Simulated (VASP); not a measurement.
Wanted: the native input for a VASP 6.6.1 run.

- Task: single point
- Functional: revPBE
- Potentials or basis: VASP PAW PBE potentials, release 64 (Ag)
- Cutoff: 520 eV
- k mesh: 15 × 15 × 15
- Occupations: fermi-dirac, width 0.1 eV
- Spin: no spin polarisation
- Dipole correction: no
- Further INCAR settings: ALGO = Normal; EDIFF = 1e-06; NBANDS = 12

The structure of Ag lies in POSCAR:

```
Ag
1.0
   -1.6477052818      1.6477052818      1.6477052818
    1.6477052818     -1.6477052818      1.6477052818
    1.6477052818      1.6477052818     -1.6477052818
Ag
1
Direct
    0.0000000000      0.0000000000      0.0000000000
```

This cell differs from its parent crystal: volume scaled by 0.96.

One way to write it, as run:

INCAR

```
SYSTEM = Ag
  PREC = Accurate
  ENCUT = 520
  EDIFF = 1E-6
  ISMEAR = -1
  SIGMA = 0.1
  LREAL = .FALSE.
  LASPH = .TRUE.
  NELM = 60
  ALGO = Normal
  ISIF = 2
  LWAVE = .FALSE.
  LCHARG = .FALSE.
  GGA = RE
  NBANDS = 12
```

KPOINTS

```
Automatic mesh
0
G
  15 15 15
  0 0 0
```

Potentials or basis: VASP PAW PBE potentials, release 64 (Ag).

Command:

```console
$ cat potpaw_PBE.64/Ag/POTCAR > POTCAR
$ mpirun -np 1 vasp_std > vasp.out
```

It gave:

The pressure is 3.1 GPa.

Caveat: the PAW data sets were made with another functional, which shifts forces and pressure a little.

Run time: 11 s on 1 thread of Intel Xeon 6975P-C, on a shared host, peak memory 0.16 GiB.
